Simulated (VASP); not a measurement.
Set up this calculation in VASP 6.6.1, as the native input.

```yaml
Task: single point
Functional: PBEsol
Potentials_or_basis: VASP PAW PBE potentials, release 64 (Ti_sv, Al)
Cutoff: 520 eV
k_mesh: 18 × 18 × 10
Occupations: gaussian, width 0.15 eV
Spin: no spin polarisation
Dipole_correction: no
Further_INCAR_settings: ALGO = Fast; EDIFF = 1e-06; NBANDS = 14
```

The structure of TiAl lies in POSCAR:

```
TiAl
1.0
    2.8001000000      0.0000000000      0.0000000000
   -1.4000500000      2.4249577331      0.0000000000
    0.0000000000      0.0000000000      4.2497000000
Ti Al
1 1
Direct
    0.0000000000      0.0000000000      0.0000000000
    0.3333333333      0.6666666667      0.5000000000
```

The input as run:

INCAR

```
SYSTEM = TiAl
ALGO = Fast
EDIFF = 1E-6
ENCUT = 520
GGA = PS
ISIF = 2
ISMEAR = 0
LASPH = .TRUE.
LCHARG = .FALSE.
LREAL = .FALSE.
LWAVE = .FALSE.
NBANDS = 14
NELM = 80
PREC = Accurate
SIGMA = 0.15
```

KPOINTS

```
k-points
0
G
  18 18 10
  0 0 0
```

Potentials or basis: VASP PAW PBE potentials, release 64 (Ti_sv, Al).

Launch:

```sh
$ cat potpaw_PBE.64/Ti_sv/POTCAR potpaw_PBE.64/Al/POTCAR > POTCAR
$ mpirun -np 1 vasp_std > vasp.out
```

Results of the run:

```yaml
Pressure: 18.2 GPa
```

Caveat: the PAW data sets were made with another functional, which shifts forces and pressure a little.

It took 2.2 min on 1 thread of Intel(R) Xeon(R) Platinum 8488C (Sapphire Rapids) (shared host), peak memory 0.22 GiB.
